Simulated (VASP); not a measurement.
# SrO (Fm-3m) in VASP: notebook, part 2 of 2

VASP 6.6.1. Earlier steps stand in the parts before.

## (4) Single point, PBE

This run uses another cell than the first one, of 16.90 Å³/atom, 0.965 times its volume.

Contents of INCAR:

```
PREC     = Accurate       # precision mode
ENCUT    = 520            # plane-wave cutoff, eV
EDIFF    = 1E-6           # SCF threshold, eV
ISMEAR   = 0              # smearing method
SIGMA    = 0.02           # smearing width, eV
LREAL    = False          # projectors in reciprocal space
LASPH    = True           # aspherical terms in the spheres
NELM     = 100            # most SCF steps
ALGO     = Normal         # electronic algorithm
ISIF     = 2              # what is computed and relaxed
LWAVE    = False          # write WAVECAR
LCHARG   = False          # write CHGCAR
GGA      = PE             # functional
NBANDS   = 15             # bands
```

Contents of KPOINTS:

```
Automatic mesh
0
Gamma
  8 8 8
```

Contents of POSCAR:

```
SrO
1.0
    0.0000000000      2.5663000000      2.5663000000
    2.5663000000      0.0000000000      2.5663000000
    2.5663000000      2.5663000000      0.0000000000
Sr O
1 1
Direct
    0.5000000000      0.5000000000      0.5000000000
    0.0000000000      0.0000000000      0.0000000000
```

Potentials or basis: VASP PAW PBE potentials, release 64 (Sr_sv, O).

Launch:

```
$ cat potpaw_PBE.64/Sr_sv/POTCAR potpaw_PBE.64/O/POTCAR > POTCAR
$ mpirun -np 1 vasp_std > vasp.out
```

OUTCAR:

```text
PREC = Accurate
   ENCUT = 520
   EDIFF = 1E-6
   ISMEAR = 0
   LREAL = False
   LASPH = True
   NELM = 100
   ISIF = 2
   GGA = PE

 ion  position               nearest neighbor table
   1  0.500  0.500  0.500-   2 2.57   2 2.57   2 2.57   2 2.57   2 2.57   2 2.57
   2  0.000  0.000  0.000-   1 2.57   1 2.57   1 2.57   1 2.57   1 2.57   1 2.57

  LATTYP: Found a face centered cubic cell.
 ALAT       =     5.1326000000

  Lattice vectors:

 A1 = (   0.0000000000,   2.5663000000,   2.5663000000)
 A2 = (   2.5663000000,   0.0000000000,   2.5663000000)
 A3 = (   2.5663000000,   2.5663000000,   0.0000000000)

Analysis of symmetry for initial positions (statically):
=====================================================================
 Subroutine PRICEL returns:
 Original cell was already a primitive cell.

 Routine SETGRP: Setting up the symmetry group for a
 face centered cubic supercell.

 Subroutine GETGRP returns: Found 48 space group operations
 (whereof 48 operations were pure point group operations)
 out of a pool of 48 trial point group operations.

The static configuration has the point symmetry O_h .

Analysis of symmetry for dynamics (positions and initial velocities):
=====================================================================
 Subroutine PRICEL returns:
 Original cell was already a primitive cell.

 Routine SETGRP: Setting up the symmetry group for a
 face centered cubic supercell.

 Subroutine GETGRP returns: Found 48 space group operations
 (whereof 48 operations were pure point group operations)
 out of a pool of 48 trial point group operations.

The dynamic configuration has the point symmetry O_h .

 Subroutine INISYM returns: Found 48 space group operations
 (whereof 48 operations are pure point group operations),
 and found     1 'primitive' translations

----------------------------------------------------------------------------------------

                                     Primitive cell

  volume of cell :      33.8028

[... 113 lines left out ...]
   GGA     = PE    functional components
   LHFCALC =     F    Hartree Fock is set to
   AEXX    =    0.0000 exact exchange contribution
   IVDW    =     0    specifies the selected vdW correction
   LEPSILON=     F    determine dielectric tensor
   LRPA    =     F    only Hartree local field effects (RPA)
 non-spin polarized calculation
 Gauss-broadening in eV      SIGMA  =   0.02
  energy-cutoff  :      520.00
  volume of cell :       33.80
 maximum number of plane-waves:       941
   NGX = 13   NGY = 13   NGZ = 13

 number of electron      15.9999996 magnetization

 Free energy of the ion-electron system (eV)
  ---------------------------------------------------
  ext. energy  EPLUGINS =         0.00000000
  ---------------------------------------------------
  free energy    TOTEN  =       -12.03701531 eV

  energy without entropy =      -12.03701531  energy(sigma->0) =      -12.03701531

 E-fermi :   1.7992     XC(G=0): -10.0524

 val. band max:        1.6893113626   @ k =   0.0000   0.0000   0.0000
 cond. band min:       4.9508335782   @ k =   0.5000   0.5000   0.0000
 fundamental gap:      3.2615222156
 Fermi energy:         1.7991606955

 k-point     1 :       0.0000    0.0000    0.0000
  band No.  band energies     occupation
      1     -30.6804      2.00000
      2     -13.4083      2.00000
      3     -12.3125      2.00000
      4     -12.3125      2.00000
      5     -12.3125      2.00000
      6       1.6893      2.00000
      7       1.6893      2.00000
      8       1.6893      2.00000
      9       5.7119      0.00000
     10       7.9121      0.00000
     11       7.9121      0.00000
     12       7.9121      0.00000
     13      10.0916      0.00000
     14      10.0916      0.00000
[... 401 lines left out ...]
      2     -14.6168      2.00000
      3     -12.7067      2.00000
      4     -12.5453      2.00000
      5     -11.4809      2.00000
      6       0.1086      2.00000
      7       0.8196      2.00000
      8       0.9000      2.00000
      9       8.0770      0.00000
     10       8.4441      0.00000
     11      11.0388      0.00000
     12      11.2159      0.00000
     13      13.3279      0.00000
     14      14.6697      0.00000
     15      15.1109      0.00000

 [... further k-points ...]
[... 5 lines left out ...]
  --------------------------------------------------------------------------------------
  -------------------------------------------------------------------------------------
  Total        0.8283103      0.8283103      0.8283103     -0.0000000      0.0000000     -0.0000000
  in kB       39.2600981     39.2600981     39.2600981     -0.0000000      0.0000000     -0.0000000
  external PRESSURE =      39.2600981 kB  Pullay stress =       0.0000000 kB

 VOLUME and BASIS-vectors are now :
 -----------------------------------------------------------------------------
  energy-cutoff  :      520.00
  volume of cell :       33.80
      direct lattice vectors                 reciprocal lattice vectors
     0.000000000  2.566300000  2.566300000    -0.194833028  0.194833028  0.194833028
     2.566300000  0.000000000  2.566300000     0.194833028 -0.194833028  0.194833028
     2.566300000  2.566300000  0.000000000     0.194833028  0.194833028 -0.194833028

 POSITION                                       TOTAL-FORCE (eV/Angst)
 -----------------------------------------------------------------------------------
      2.56630      2.56630      2.56630        -0.000000     -0.000000     -0.000000
      0.00000      0.00000      0.00000         0.000000      0.000000      0.000000
 -----------------------------------------------------------------------------------
    total drift:                                0.000000      0.000000      0.000000

  FREE ENERGIE OF THE ION-ELECTRON SYSTEM (eV)
  ---------------------------------------------------
  free  energy   TOTEN  =       -12.0370153071 eV

  energy  without entropy=      -12.0370153071  energy(sigma->0) =      -12.03701531
```

Run time: 10 s. Hardware: 1 thread of Intel Xeon Platinum 8559C (Emerald Rapids), shared host; peak memory 0.16 GiB.

Results:

| Item | Value |
| --- | --- |
| Free energy | -12.0370 eV |
| Pressure | 3.9 GPa |
| Band gap on the k mesh | 3.26 eV, indirect (least direct gap 3.35 eV) |

## (5) Single point, PBE (volume scaled by 0.94)

Contents of INCAR:

```
PREC = Accurate
ENCUT = 520
EDIFF = 1E-7
ISMEAR = 0
SIGMA = 0.02
LREAL = False
LASPH = True
NELM = 60
ALGO = Normal
ISIF = 2
LWAVE = False
LCHARG = False
GGA = PE
NBANDS = 15
```

KPOINTS is that of step 4.

Contents of POSCAR:

```
SrO
1.0
    0.0000000000      2.5443505594      2.5443505594
    2.5443505594      0.0000000000      2.5443505594
    2.5443505594      2.5443505594      0.0000000000
Sr O
1 1
Direct
    0.5000000000      0.5000000000      0.5000000000
    0.0000000000      0.0000000000      0.0000000000
```

Launch:

```
$ cat potpaw_PBE.64/Sr_sv/POTCAR potpaw_PBE.64/O/POTCAR > POTCAR
$ mpirun -np 1 vasp_std > vasp.out
```

Wall time 11 s (1 thread of Intel Xeon Platinum 8559C (Emerald Rapids), shared host); peak memory 0.16 GiB.

The run converged. Its results:

```yaml
Free_energy: -12.0081 eV
Pressure: 6.7 GPa
Band_gap_on_the_k_mesh: 3.24 eV, indirect (least direct gap 3.31 eV)
```

Levels at points of the mesh, in eV from the valence-band top:
```tsv
k point	band 6	band 7	band 8	band 9	band 10	band 11
(0.00, 0.00, 0.00)	0.00	0.00	0.00	4.21	6.28	6.28
(0.50, 0.00, 0.00)	-2.23	-1.20	-1.20	6.69	8.71	9.03
(0.50, 0.50, 0.00)	-0.38	-0.07	-0.07	3.24	8.04	10.38
```

Caveat: the cell differs from its parent crystal (volume scaled by 0.94). A k mesh can miss the band edges.

## (6) Single point, PBE (volume scaled by 1.03)

Contents of INCAR:

```
  PREC = Accurate
  ENCUT = 520
  EDIFF = 1E-6
  ISMEAR = 0
  SIGMA = 0.02
  LREAL = F
  LASPH = T
  NELM = 60
  ALGO = Normal
  ISIF = 2
  LWAVE = F
  LCHARG = T
  GGA = PE
  LELF = T
  LVHAR = T
  NBANDS = 15
```

KPOINTS is that of step 5.

Contents of POSCAR:

```
SrO
1.0
    0.0000000000      2.6230912879      2.6230912879
    2.6230912879      0.0000000000      2.6230912879
    2.6230912879      2.6230912879      0.0000000000
Sr O
1 1
Direct
    0.5000000000      0.5000000000      0.5000000000
    0.0000000000      0.0000000000      0.0000000000
```

Potentials or basis: VASP PAW PBE potentials, release 64 (Sr_sv, O).

Launch:

```
$ cat potpaw_PBE.64/Sr_sv/POTCAR potpaw_PBE.64/O/POTCAR > POTCAR
$ mpirun -np 1 vasp_std > vasp.out
```

It took 11 s on 1 thread of Intel Xeon Platinum 8559C (Emerald Rapids), shared host; peak memory 0.16 GiB.

Results (log left out):

| Quantity | Value |
| --- | --- |
| Free energy | -12.0506 eV |
| Pressure | -1.9 GPa |
| Band gap on the k mesh | 3.29 eV, indirect (least direct gap 3.41 eV) |

Levels at points of the mesh, in eV from the valence-band top:
```tsv
k point	band 6	band 7	band 8	band 9	band 10	band 11
(0.00, 0.00, 0.00)	0.00	0.00	0.00	3.57	6.07	6.07
(0.50, 0.00, 0.00)	-2.06	-1.03	-1.03	6.29	7.98	8.50
(0.50, 0.50, 0.00)	-0.53	-0.12	-0.12	3.29	7.36	9.78
```

Caveat: the cell differs from its parent crystal (volume scaled by 1.03).

## (7) The runs side by side

| task | cell | cutoff (eV) | gap on the mesh (eV) | pressure (GPa) |
| --- | --- | --- | --- | --- |
| single point | a = 3.673 Å, angles 60.0°, 2 atoms | 520 | 3.28 | 0.5 |
| relaxation of cell and atoms | relaxed from a = 3.629 Å, angles 60.0°, 2 atoms | 600 | 3.28 | 0.0 |
| single point | a = 3.629 Å, angles 60.0°, 2 atoms | 520 | 3.26 | 3.9 |
| single point | a = 3.598 Å, angles 60.0°, 2 atoms | 520 | 3.24 | 6.7 |
| single point | a = 3.710 Å, angles 60.0°, 2 atoms | 520 | 3.29 | -1.9 |

Alike in all rows: level PBE; potentials or basis VASP PAW PBE potentials, release 64 (Sr_sv, O); no spin polarisation; k mesh 8 × 8 × 8; smearing gaussian 0.02 eV.

Total energies depend on the potentials used, so only differences within one code and one set of settings carry meaning.
